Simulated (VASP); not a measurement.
# B6As (R-3m) in VASP: notebook

B6As is run at these levels: r2SCAN; tasks: single point.

Everything below comes from runs of VASP 6.6.1. Logs are shortened: lines on timing, memory, paths and dates and some standing lists are left out, and cuts for length are marked.

## (1) The cell of the first run

Symmetry: R-3m, No. 166, trigonal system. The conventional cell has a = 5.906 Å, b = 5.906 Å, c = 11.284 Å, α = 90.00°, β = 90.00°, γ = 120.00°. Within 2.2 Å of B (site symmetry m) lie 6 B at 1.68 to 1.81 Å. Within 2.2 Å of B (site symmetry m) lie 5 B at 1.67 to 1.75 Å and 1 As at 1.91 Å. As (site symmetry 3m) has 3 B at 1.91 Å and 1 As at 2.29 Å within 2.5 Å.

## (2) Single point, r2SCAN (8.12 Å³/atom)

File POSCAR:

```
B6As
1.0
    2.9531617526      1.7050087328      3.7614338298
   -2.9531617526      1.7050087328      3.7614338298
    0.0000000000     -3.4100174656      3.7614338298
B As
12 2
Direct
    0.0183102876      0.0183102876      0.3253968563
    0.0183102876      0.3253968563      0.0183102876
    0.8208149783      0.2739392568      0.8208149783
    0.8208149783      0.8208149783      0.2739392568
    0.2739392568      0.8208149783      0.8208149783
    0.7260607432      0.1791850217      0.1791850217
    0.1791850217      0.7260607432      0.1791850217
    0.1791850217      0.1791850217      0.7260607432
    0.9816897124      0.6746031437      0.9816897124
    0.9816897124      0.9816897124      0.6746031437
    0.6746031437      0.9816897124      0.9816897124
    0.3253968563      0.0183102876      0.0183102876
    0.6016016008      0.6016016008      0.6016016008
    0.3983983992      0.3983983992      0.3983983992
```

File INCAR.step1:

```
SYSTEM = B6As
  PREC = Accurate
  ENCUT = 520
  ISMEAR = 0
  SIGMA = 0.02
  LREAL = .False.
  LASPH = .True.
  NELM = 100
  NBANDS = 36
  GGA = PE
  ALGO = Normal
  EDIFF = 1E-4
  LWAVE = .True.
  LCHARG = .False.
```

File INCAR.step2:

```
SYSTEM = B6As
  PREC = Accurate
  ENCUT = 520
  EDIFF = 1E-6
  ISMEAR = 0
  SIGMA = 0.02
  LREAL = .False.
  LASPH = .True.
  NELM = 100
  ALGO = Normal
  ISIF = 2
  LWAVE = .False.
  LCHARG = .False.
  METAGGA = R2SCAN
  LMIXTAU = .True.
  NBANDS = 36
  ISTART = 1
```

File KPOINTS:

```
regular mesh
0
Gamma
  6 6 6
  0 0 0
```

Potentials or basis: VASP PAW PBE potentials, release 64 (B, As).

On the command line:

```bash
$ cat potpaw_PBE.64/B/POTCAR potpaw_PBE.64/As/POTCAR > POTCAR
$ cp INCAR.step1 INCAR
$ mpirun -np 1 vasp_std > vasp.out
$ cp INCAR.step2 INCAR
$ mpirun -np 1 vasp_std > vasp.out
```

OUTCAR:

```text
SYSTEM = B6As
   PREC = Accurate
   ENCUT = 520
   EDIFF = 1E-6
   ISMEAR = 0
   LREAL = .False.
   LASPH = .True.
   NELM = 100
   ISIF = 2
   METAGGA = R2SCAN
   ISTART = 1

 ion  position               nearest neighbor table
   1  0.018  0.018  0.325-  10 1.68   7 1.72   6 1.72   4 1.75   2 1.81  12 1.81
   2  0.018  0.325  0.018-   9 1.68   6 1.72   8 1.72   3 1.75   1 1.81  12 1.81
   3  0.821  0.274  0.821-   6 1.67   8 1.67  11 1.72  10 1.72   2 1.75  13 1.91
   4  0.821  0.821  0.274-   6 1.67   7 1.67   9 1.72  11 1.72   1 1.75  13 1.91
   5  0.274  0.821  0.821-   7 1.67   8 1.67   9 1.72  10 1.72  12 1.75  13 1.91
   6  0.726  0.179  0.179-   3 1.67   4 1.67   2 1.72   1 1.72  11 1.75  14 1.91
   7  0.179  0.726  0.179-   5 1.67   4 1.67  12 1.72   1 1.72   9 1.75  14 1.91
   8  0.179  0.179  0.726-   3 1.67   5 1.67   2 1.72  12 1.72  10 1.75  14 1.91
   9  0.982  0.675  0.982-   2 1.68   5 1.72   4 1.72   7 1.75  10 1.81  11 1.81
  10  0.982  0.982  0.675-   1 1.68   3 1.72   5 1.72   8 1.75   9 1.81  11 1.81
  11  0.675  0.982  0.982-  12 1.68   3 1.72   4 1.72   6 1.75  10 1.81   9 1.81
  12  0.325  0.018  0.018-  11 1.68   7 1.72   8 1.72   5 1.75   1 1.81   2 1.81
  13  0.602  0.602  0.602-   4 1.91   3 1.91   5 1.91  14 2.29
  14  0.398  0.398  0.398-   8 1.91   7 1.91   6 1.91  13 2.29

  LATTYP: Found a trigonal (rhomboedric) cell.
 ALAT       =     5.0770664337
 COS(alpha) =     0.3233271162

  Lattice vectors:

 A1 = (   2.9531617526,   1.7050087328,   3.7614338298)
 A2 = (  -2.9531617526,   1.7050087328,   3.7614338298)
 A3 = (   0.0000000000,  -3.4100174656,   3.7614338298)

Analysis of symmetry for initial positions (statically):
=====================================================================
 Subroutine PRICEL returns:
 Original cell was already a primitive cell.

 Routine SETGRP: Setting up the symmetry group for a
 trigonal (rhombohedral) supercell.

 Subroutine GETGRP returns: Found 12 space group operations
 (whereof 12 operations were pure point group operations)
 out of a pool of 12 trial point group operations.

The static configuration has the point symmetry D_3d.

Analysis of symmetry for dynamics (positions and initial velocities):
=====================================================================
 Subroutine PRICEL returns:
 Original cell was already a primitive cell.

 Routine SETGRP: Setting up the symmetry group for a
 trigonal (rhombohedral) supercell.

 Subroutine GETGRP returns: Found 12 space group operations
 (whereof 12 operations were pure point group operations)
 out of a pool of 12 trial point group operations.

The dynamic configuration has the point symmetry D_3d.

 Subroutine INISYM returns: Found 12 space group operations
 (whereof 12 operations are pure point group operations),
 and found     1 'primitive' translations

----------------------------------------------------------------------------------------

                                     Primitive cell

  volume of cell :     113.6367

  direct lattice vectors                    reciprocal lattice vectors
     2.953161753  1.705008733  3.761433830     0.169310062  0.097751210  0.088618689
    -2.953161753  1.705008733  3.761433830    -0.169310062  0.097751210  0.088618689
     0.000000000 -3.410017466  3.761433830     0.000000000 -0.195502420  0.088618689

  length of vectors
     5.077066434  5.077066434  5.077066434     0.214649641  0.214649641  0.214649641

  position of ions in fractional coordinates (direct lattice)
     0.018310288  0.018310288  0.325396856
     0.018310288  0.325396856  0.018310288
     0.820814978  0.273939257  0.820814978
     0.820814978  0.820814978  0.273939257
     0.273939257  0.820814978  0.820814978
     0.726060743  0.179185022  0.179185022
     0.179185022  0.726060743  0.179185022
     0.179185022  0.179185022  0.726060743
     0.981689712  0.674603144  0.981689712
     0.981689712  0.981689712  0.674603144
     0.674603144  0.981689712  0.981689712
     0.325396856  0.018310288  0.018310288
     0.601601601  0.601601601  0.601601601
     0.398398399  0.398398399  0.398398399

  ion indices of the primitive-cell ions
[... 27 lines left out ...]
     0.028218344  0.016291868  0.014769781     0.166666667  0.000000000  0.000000000
    -0.028218344  0.016291868  0.014769781     0.000000000  0.166666667  0.000000000
     0.000000000 -0.032583737  0.014769781     0.000000000  0.000000000  0.166666667

  Length of vectors
     0.035774940  0.035774940  0.035774940

  Shift w.r.t. Gamma in fractional coordinates (k-lattice)
     0.000000000  0.000000000  0.000000000

 Subroutine IBZKPT returns following result:
 ===========================================

 Found     32 irreducible k-points:

 Following reciprocal coordinates:
            Coordinates               Weight
  0.000000  0.000000  0.000000      1.000000
  0.166667  0.000000 -0.000000      6.000000
  0.333333  0.000000  0.000000      6.000000
  0.500000  0.000000  0.000000      3.000000
  0.166667  0.166667 -0.000000      6.000000
  0.333333  0.166667  0.000000     12.000000
[... 16 lines left out ...]
  0.500000  0.500000  0.166667      6.000000
 -0.333333  0.500000  0.166667     12.000000
 [... further k-points ...]
   k-points           NKPTS =     32   k-points in BZ     NKDIM =     32   number of bands    NBANDS=     36
   number of dos      NEDOS =    301   number of ions     NIONS =     14
   total plane-waves  NPLWV =  64000
   dimension x,y,z NGX =    40 NGY =   40 NGZ =   40
   dimension x,y,z NGXF=    80 NGYF=   80 NGZF=   80
   ions per type =              12   2
   NGX,Y,Z   is equivalent  to a cutoff of  13.10, 13.10, 13.10 a.u.
   NGXF,Y,Z  is equivalent  to a cutoff of  26.20, 26.20, 26.20 a.u.
 SYSTEM =  B6As
   PREC   = accura    normal or accurate (medium, high low for compatibility)
   ISTART =      1    job   : 0-new  1-cont  2-samecut
   ICHARG =      0    charge: 1-file 2-atom 10-const
   ISPIN  =      1    spin polarized calculation?
   LNONCOLLINEAR =      F non collinear calculations
   LSORBIT =      F    spin-orbit coupling
   LASPH  =      T    aspherical Exc in radial PAW
   ENCUT  =  520.0 eV  38.22 Ry    6.18 a.u.   9.44  9.44  9.44*2*pi/ulx,y,z
   NELM   =    100;   NELMIN=  2; NELMDL=  0     # of ELM steps
   EDIFF  = 0.1E-05   stopping-criterion for ELM
   LREAL  =      F    real-space projection
   EDIFFG = 0.1E-04   stopping-criterion for IOM
   NSW    =      0    number of steps for IOM
   IBRION =     -1    ionic relax: 0-MD 1-quasi-New 2-CG
   NFREE  =      0    steps in history (QN), initial steepest desc. (CG)
   ISIF   =      2    stress and relaxation
   ISYM   =      2    0-nonsym 1-usesym 2-fastsym
   POTIM  = 0.5000    time-step for ionic-motion
   TEBEG  =    0.0;   TEEND  =   0.0 temperature during run
   PSTRESS=    0.0 pullay stress
   NELECT =      46.0000    total number of electrons
   NUPDOWN=      -1.0000    fix difference up-down
   EMIN   =  10.00;   EMAX   =-10.00  energy-range for DOS
   EFERMI =   0.00;   METHOD = LEGACY
   ISMEAR =     0;   SIGMA  =   0.02  broadening in eV -4-tet -1-fermi 0-gaus
   EFERMI_NEDOS =   21; number of points for ismear=-14 and -15
   IALGO  =     38    algorithm
   IMIX   =      4    mixing-type and parameters
     AMIX     =   0.40;   BMIX     =  1.00
     AMIX_MAG =   1.60;   BMIX_MAG =  1.00
  volume/ion in A,a.u.               =       8.12        54.78
  Fermi-wavevector in a.u.,A,eV,Ry     =   1.211029  2.288513 19.954191  1.466592
  Thomas-Fermi vector in A             =   2.346557
   LORBIT       =      0    0 simple, 1 ext, 2 COOP (PROOUT), +10 PAW based schemes
   METAGGA = R2SCAN    functional components
   LHFCALC =     F    Hartree Fock is set to
   AEXX    =    0.0000 exact exchange contribution
   IVDW    =     0    specifies the selected vdW correction
   LEPSILON=     F    determine dielectric tensor
   LRPA    =     F    only Hartree local field effects (RPA)
 non-spin polarized calculation
 Gauss-broadening in eV      SIGMA  =   0.02
  energy-cutoff  :      520.00
  volume of cell :      113.64
 maximum number of plane-waves:      3074
 NGX is ok and might be reduce to    40
   NGX = 19   NGY = 19   NGZ = 19

 number of electron      45.9999999 magnetization

 Free energy of the ion-electron system (eV)
  ---------------------------------------------------
  ext. energy  EPLUGINS =         0.00000000
  ---------------------------------------------------
  free energy    TOTEN  =      -119.07759472 eV

  energy without entropy =     -119.07759472  energy(sigma->0) =     -119.07759472

 E-fermi :   5.7288     XC(G=0): -12.2543

 val. band max:        5.6256150194   @ k =   0.0000   0.0000   0.0000
 cond. band min:       8.5499556227   @ k =   0.5000   0.0000   0.0000
 fundamental gap:      2.9243406033
 Fermi energy:         5.7288015554

 k-point     1 :       0.0000    0.0000    0.0000
  band No.  band energies     occupation
      1     -10.9543      2.00000
      2      -7.4018      2.00000
      3      -5.6078      2.00000
      4      -5.6078      2.00000
      5      -5.3462      2.00000
      6      -4.1199      2.00000
[... 901 lines left out ...]
     34      14.9014      0.00000
     35      15.3269      0.00000

 [... further k-points ...]

 [bands above 35 left out]

------------------------ aborting loop because EDIFF is reached ----------------------------------------

  FORCE on cell =-STRESS in cart. coord.  units (eV):
  Direction    XX          YY          ZZ          XY          YZ          ZX
  --------------------------------------------------------------------------------------
  -------------------------------------------------------------------------------------
  Total       22.2173901     22.2173901     22.1117222      0.0000000      0.0000000      0.0000000
  in kB      313.2456891    313.2456891    311.7558653      0.0000000      0.0000000      0.0000000
  external PRESSURE =     312.7490811 kB  Pullay stress =       0.0000000 kB

 VOLUME and BASIS-vectors are now :
 -----------------------------------------------------------------------------
  energy-cutoff  :      520.00
  volume of cell :      113.64
      direct lattice vectors                 reciprocal lattice vectors
     2.953161753  1.705008733  3.761433830     0.169310062  0.097751210  0.088618689
    -2.953161753  1.705008733  3.761433830    -0.169310062  0.097751210  0.088618689
     0.000000000 -3.410017466  3.761433830     0.000000000 -0.195502420  0.088618689

 POSITION                                       TOTAL-FORCE (eV/Angst)
 -----------------------------------------------------------------------------------
      0.00000     -1.04717      1.36170         0.000000     -0.005416      0.024577
     -0.90688      0.52359      1.36170        -0.004690      0.002708      0.024577
      1.61501     -0.93243      7.20529         0.016522     -0.009539      0.004789
      0.00000      1.86486      7.20529         0.000000      0.019078      0.004789
     -1.61501     -0.93243      7.20529        -0.016522     -0.009539      0.004789
      1.61501      0.93243      4.07901         0.016522      0.009539     -0.004789
     -1.61501      0.93243      4.07901        -0.016522      0.009539     -0.004789
      0.00000     -1.86486      4.07901         0.000000     -0.019078     -0.004789
      0.90688     -0.52359      9.92260         0.004690     -0.002708     -0.024577
      0.00000      1.04717      9.92260         0.000000      0.005416     -0.024577
     -0.90688     -0.52359      9.92260        -0.004690     -0.002708     -0.024577
      0.90688      0.52359      1.36170         0.004690      0.002708      0.024577
      0.00000      0.00000      6.78865         0.000000      0.000000      0.023830
      0.00000      0.00000      4.49565         0.000000      0.000000     -0.023830
 -----------------------------------------------------------------------------------
    total drift:                               -0.000000     -0.000000      0.000000

  FREE ENERGIE OF THE ION-ELECTRON SYSTEM (eV)
  ---------------------------------------------------
  free  energy   TOTEN  =      -119.0775947214 eV

  energy  without entropy=     -119.0775947214  energy(sigma->0) =     -119.07759472
```

It took 11 min on 1 thread of Intel Xeon 8259CL, shared host; peak memory 0.31 GiB.

What came out:

```yaml
Free_energy: -119.0776 eV
Pressure: 31.3 GPa
Largest_force: 0.025 eV/Å
Band_gap_on_the_k_mesh: 2.92 eV (least direct gap 2.98 eV)
```

Forces on the atoms (eV/Å):
```
B    0.000 -0.005  0.025
B   -0.005  0.003  0.025
B    0.017 -0.010  0.005
B    0.000  0.019  0.005
B   -0.017 -0.010  0.005
B    0.017  0.010 -0.005
B   -0.017  0.010 -0.005
B    0.000 -0.019 -0.005
B    0.005 -0.003 -0.025
B    0.000  0.005 -0.025
B   -0.005 -0.003 -0.025
B    0.005  0.003  0.025
As   0.000  0.000  0.024
As   0.000  0.000 -0.024
```

Caveat: the cell stands under pressure; the PAW data sets were made with another functional, which shifts forces and pressure a little.

## (3) Single point, r2SCAN (8.39 Å³/atom)

This run uses another cell than the first one, of 8.39 Å³/atom.

File POSCAR:

```
B6As
1.0
    2.9816949176      1.7214823633      3.8155768615
   -2.9816949176      1.7214823633      3.8155768615
    0.0000000000     -3.4429647267      3.8155768615
B As
12 2
Direct
    0.0173865582      0.0173865582      0.3253502893
    0.0173865582      0.3253502893      0.0173865582
    0.8210164114      0.2737484025      0.8210164114
    0.8210164114      0.8210164114      0.2737484025
    0.2737484025      0.8210164114      0.8210164114
    0.7262515975      0.1789835886      0.1789835886
    0.1789835886      0.7262515975      0.1789835886
    0.1789835886      0.1789835886      0.7262515975
    0.9826134418      0.6746497107      0.9826134418
    0.9826134418      0.9826134418      0.6746497107
    0.6746497107      0.9826134418      0.9826134418
    0.3253502893      0.0173865582      0.0173865582
    0.6011962899      0.6011962899      0.6011962899
    0.3988037101      0.3988037101      0.3988037101
```

File INCAR.step1:

```
ALGO = Normal ; EDIFF = 1E-4
ENCUT = 520 ; GGA = PE
ISMEAR = 0 ; LASPH = True
LCHARG = False ; LREAL = False
LWAVE = True ; NBANDS = 36
NELM = 60 ; PREC = Accurate
SIGMA = 0.02
```

File INCAR.step2:

```
ALGO = Normal ; EDIFF = 1E-7
ENCUT = 520 ; ISIF = 2
ISMEAR = 0 ; ISTART = 1
LASPH = True ; LCHARG = False
LMIXTAU = True ; LREAL = False
LWAVE = False ; METAGGA = R2SCAN
NBANDS = 36 ; NELM = 60
PREC = Accurate ; SIGMA = 0.02
```

File KPOINTS:

```
k-points
0
Gamma
  6 6 6
```

Potentials or basis: VASP PAW PBE potentials, release 64 (B, As).

On the command line:

```bash
$ cat potpaw_PBE.64/B/POTCAR potpaw_PBE.64/As/POTCAR > POTCAR
$ cp INCAR.step1 INCAR
$ mpirun -np 1 vasp_std > vasp.out
$ cp INCAR.step2 INCAR
$ mpirun -np 1 vasp_std > vasp.out
```

It took 13 min on 1 thread of Intel Xeon 8259CL, shared host; peak memory 0.32 GiB.

Results (log left out):

```
Free energy            : -119.7187 eV
Pressure               : 21.8 GPa
Largest force          : 0.021 eV/Å
Band gap on the k mesh : 2.95 eV (least direct gap 2.99 eV)
```

Forces in eV/Å, atoms in the order of the input:
```
B    0.000 -0.003  0.021
B   -0.003  0.002  0.021
B    0.011 -0.007  0.003
B    0.000  0.013  0.003
B   -0.011 -0.007  0.003
B    0.011  0.007 -0.003
B   -0.011  0.007 -0.003
B    0.000 -0.013 -0.003
B    0.003 -0.002 -0.021
B    0.000  0.003 -0.021
B   -0.003 -0.002 -0.021
B    0.003  0.002  0.021
As   0.000  0.000  0.020
As   0.000  0.000 -0.020
```

Stress tensor (GPa, compression positive):
```
21.87  0.00  0.00
 0.00 21.87  0.00
 0.00  0.00 21.75
```

Levels at points of the mesh, in eV from the valence-band top:
```csv
k point,band 19,band 20,band 21,band 22,band 23,band 24,band 25,band 26,band 27,band 28
"(0.00, 0.00, 0.00)",-1.59,-0.23,-0.23,0.00,0.00,5.06,5.17,5.17,5.77,6.59
"(0.50, 0.00, 0.00)",-1.73,-1.56,-1.46,-1.33,-0.04,2.95,4.68,4.90,5.79,6.31
"(0.50, 0.50, 0.00)",-2.17,-1.74,-1.11,-0.77,-0.28,3.69,5.20,5.20,5.57,5.92
"(0.50, 0.50, 0.50)",-0.91,-0.91,-0.88,-0.88,-0.09,3.55,4.09,4.21,5.00,5.00
```

Caveat: the cell stands under pressure; the PAW data sets were made with another functional, which shifts forces and pressure a little.

[end of part 1 of 2]
